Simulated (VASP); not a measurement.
A run of VASP 6.6.1 is set up as follows.

INCAR

```
PREC     = Accurate       # precision mode
ENCUT    = 520            # plane-wave cutoff, eV
EDIFF    = 1E-6           # SCF threshold, eV
ISMEAR   = 0              # smearing method
SIGMA    = 1.0            # smearing width, eV
LREAL    = F              # projectors in reciprocal space
LASPH    = T              # aspherical terms in the spheres
NELM     = 80             # most SCF steps
ALGO     = Normal         # electronic algorithm
ISIF     = 2              # what is computed and relaxed
LWAVE    = F              # write WAVECAR
LCHARG   = F              # write CHGCAR
NBANDS   = 10             # bands
```

Contents of KPOINTS:

```
regular mesh
0
Gamma
  8 8 8
```

The input POSCAR:

```
Cs
1.0
   -2.8840810378      2.8840810378      2.8840810378
    2.8840810378     -2.8840810378      2.8840810378
    2.8840810378      2.8840810378     -2.8840810378
Cs
1
Direct
    0.0000000000      0.0000000000      0.0000000000
```

Potentials or basis: VASP PAW LDA potentials, release 64 (Cs_sv).

Run with:

```console
$ cat potpaw_LDA.64/Cs_sv/POTCAR > POTCAR
$ mpirun -np 1 vasp_std > vasp.out
```

What does it give for the pressure?

0.0 GPa.
